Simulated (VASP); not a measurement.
Here is a VASP 6.6.1 calculation.

File INCAR:

```
PREC = Accurate ; ENCUT = 520
EDIFF = 1E-7 ; ISMEAR = -1
SIGMA = 0.05 ; LREAL = False
LASPH = True ; NELM = 60
ALGO = Fast ; ISIF = 2
LWAVE = False ; LCHARG = False
GGA = PE ; NBANDS = 18
```

Contents of KPOINTS:

```
Automatic mesh
0
Gamma
  10 10 6
```

File POSCAR:

```
Ag
1.0
    2.8701872985      0.0000000000      0.0000000000
   -1.4350936493      2.4856551142      0.0000000000
    0.0000000000      0.0000000000      4.6922174607
Ag
2
Direct
    0.6666666667      0.3333333333      0.7500000000
    0.3333333333      0.6666666667      0.2500000000
```

Potentials or basis: VASP PAW PBE potentials, release 64 (Ag).

Run with:

```sh
$ cat potpaw_PBE.64/Ag/POTCAR > POTCAR
$ mpirun -np 1 vasp_std > vasp.out
```

(1) Estimate the pressure.

(2) What does it give for the band gap on the k mesh?

Results:

(1) 7.3 GPa.

(2) zero (band 11 reaches 11.88 eV, above the bottom of band 12 at 5.24 eV).
